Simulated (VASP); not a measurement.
A run of VASP 6.6.1 is set up as follows.

INCAR

```
PREC = Accurate
ENCUT = 520
EDIFF = 1E-7
ISMEAR = -1
SIGMA = 0.05
LREAL = F
LASPH = T
NELM = 150
ALGO = Normal
ISIF = 2
LWAVE = F
LCHARG = F
LMAXMIX = 4
LDAU = T
LDAUTYPE = 2
LDAUL = 2 -1
LDAUU = 8 0
LDAUJ = 0 0
LDAUPRINT = 1
GGA = PS
NBANDS = 15
```

File KPOINTS:

```
regular mesh
0
Gamma
  11 11 11
```

POSCAR

```
TiC
1.0
    0.0000000000      2.1657188437      2.1657188437
    2.1657188437      0.0000000000      2.1657188437
    2.1657188437      2.1657188437      0.0000000000
Ti C
1 1
Direct
    0.0000000000      0.0000000000      0.0000000000
    0.5000000000      0.5000000000      0.5000000000
```

Potentials or basis: VASP PAW PBE potentials, release 64 (Ti_sv, C).

The run is started by

```bash
$ cat potpaw_PBE.64/Ti_sv/POTCAR potpaw_PBE.64/C/POTCAR > POTCAR
$ mpirun -np 1 vasp_std > vasp.out
```

(1) Predict the pressure.

(2) What does it give for the band gap on the k mesh?

Answers

(1) 17.3 GPa.

(2) zero (band 8 reaches 11.62 eV, above the bottom of band 9 at 9.69 eV).

Caveat: the PAW data sets were made with another functional, which shifts forces and pressure a little; U without spin polarisation on a metal has little footing; the U is typed as a test and isn't derived for this compound.
